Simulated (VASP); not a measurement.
AlCu3: vibrations by perturbation theory with PBEsol

The system is AlCu3.

```
CELL_PARAMETERS angstrom
3.60804 0.00000 0.00000
0.00000 3.60804 0.00000
0.00000 0.00000 3.60804
ATOMIC_POSITIONS crystal
Al 0.00000 0.00000 0.00000
Cu 0.50000 0.50000 0.00000
Cu 0.50000 0.00000 0.50000
Cu 0.00000 0.50000 0.50000
```

| Property | Result |
| --- | --- |
| Program | VASP 6.6.1 |
| Task | vibrations by perturbation theory |
| Functional | PBEsol |
| Potentials or basis | VASP PAW PBE potentials, release 64 (Al, Cu) |
| Cutoff | 600 eV |
| k mesh | 12 × 12 × 12 |
| Occupations | fermi-dirac, width 0.15 eV |
| Spin | no spin polarisation |
| Dipole correction | no |
| Further INCAR settings | ALGO = Normal; EDIFF = 1e-08; IBRION = 8; NSW = 1 |

The highest phonon frequency at Γ is 317 cm⁻¹.

Phonon frequencies in cm⁻¹ (negative: imaginary):
| q point | frequencies |
| --- | --- |
| (0.000, 0.000, 0.000) | 0 0 0 173 173 173 208 208 208 317 317 317 |

It took 28 min on 1 thread of Oxide Virtual Turin-like Processor, with other jobs on the host, peak memory 0.85 GiB.

Caveat: the cell stands under pressure or tension, which shifts response properties.
